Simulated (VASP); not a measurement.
The system is RbBr.

```
Rb Br
1.0
     4.12608    0.00000    0.00000
     0.00000    4.12608    0.00000
     0.00000    0.00000    4.12608
Rb Br
1 1
Direct
  0.00000 0.00000 0.00000
  0.50000 0.50000 0.50000
```

* Program: VASP 6.6.1
* Task: relaxation of cell and atoms
* Functional: PBE
* Potentials or basis: VASP PAW PBE potentials, release 64 (Rb_sv, Br)
* Cutoff: 600 eV
* k mesh: 5 × 5 × 5
* Occupations: fermi-dirac, width 0.05 eV
* Spin: no spin polarisation

At the start: pressure 0.8 GPa; volume 35.12 Å³/atom.

**Question.** How do energy, volume and symmetry change on relaxing?

**Answer.** Over 4 steps the energy falls by 4.8 meV/atom and the volume is 37.04 Å³/atom (+5.5 %); space group Pm-3m (No. 221, to 0.1 Å) before and after.

Step by step:
```tsv
step	energy change (eV)	largest force (eV/Å)	pressure (GPa)	volume (Å³)
1	0.0000	0.0000	0.84	70.24
2	-0.0072	0.0000	0.39	72.14
3	-0.0095	0.0000	-0.04	74.29
4	-0.0095	0.0000	0.00	74.08
```

Final structure:
```cif
data_structure
_symmetry_space_group_name_H-M 'P 1'
_symmetry_Int_Tables_number 1
_cell_length_a 4.1999
_cell_length_b 4.1999
_cell_length_c 4.1999
_cell_angle_alpha 90.000
_cell_angle_beta 90.000
_cell_angle_gamma 90.000
_cell_volume 74.08
loop_
_atom_site_label
_atom_site_type_symbol
_atom_site_fract_x
_atom_site_fract_y
_atom_site_fract_z
_atom_site_occupancy
Rb1 Rb 0.00000 0.00000 0.00000 1
Br1 Br 0.50000 0.50000 0.50000 1
```
